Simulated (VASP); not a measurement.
A run of VASP 6.6.1:

Contents of INCAR:

```
PREC     = Accurate       # precision mode
ENCUT    = 600            # plane-wave cutoff, eV
EDIFF    = 1E-6           # SCF threshold, eV
ISMEAR   = 0              # smearing method
SIGMA    = 0.05           # smearing width, eV
LREAL    = False          # projectors in reciprocal space
LASPH    = True           # aspherical terms in the spheres
NELM     = 120            # most SCF steps
ALGO     = Normal         # electronic algorithm
ISIF     = 2              # what is computed and relaxed
LWAVE    = False          # write WAVECAR
LCHARG   = False          # write CHGCAR
GGA      = PE             # functional
NBANDS   = 68             # bands
GGA_COMPAT= False
```

Contents of KPOINTS:

```
regular mesh
0
Gamma
  4 6 4
```

Contents of POSCAR:

```
PbF2
1.0
    6.5778652676      0.0000000000      0.0000000000
    0.0000000000      3.9504533233      0.0000000000
    0.0000000000      0.0000000000      7.8297816999
Pb F
4 8
Direct
    0.7423393933      0.7500000000      0.0964590177
    0.2576606067      0.2500000000      0.9035409823
    0.7576606067      0.2500000000      0.5964590177
    0.2423393933      0.7500000000      0.4035409823
    0.1415830493      0.7500000000      0.0714960959
    0.8584169507      0.2500000000      0.9285039041
    0.3584169507      0.2500000000      0.5714960959
    0.6415830493      0.7500000000      0.4285039041
    0.5159388872      0.7500000000      0.8536320534
    0.4840611128      0.2500000000      0.1463679466
    0.9840611128      0.2500000000      0.3536320534
    0.0159388872      0.7500000000      0.6463679466
```

Potentials or basis: VASP PAW PBE potentials, release 64 (Pb_d, F).

Command:

```sh
$ cat potpaw_PBE.64/Pb_d/POTCAR potpaw_PBE.64/F/POTCAR > POTCAR
$ mpirun -np 1 vasp_std > vasp.out
```

Hardware: 1 thread of Intel(R) Xeon(R) Platinum 8559C (Emerald Rapids), on a shared host.

Estimate the wall time of this run.

Run time: 6.3 min on 1 thread of Intel(R) Xeon(R) Platinum 8559C (Emerald Rapids), on a shared host, peak memory 0.58 GiB. Counts: scf iterations 13, k points 36.
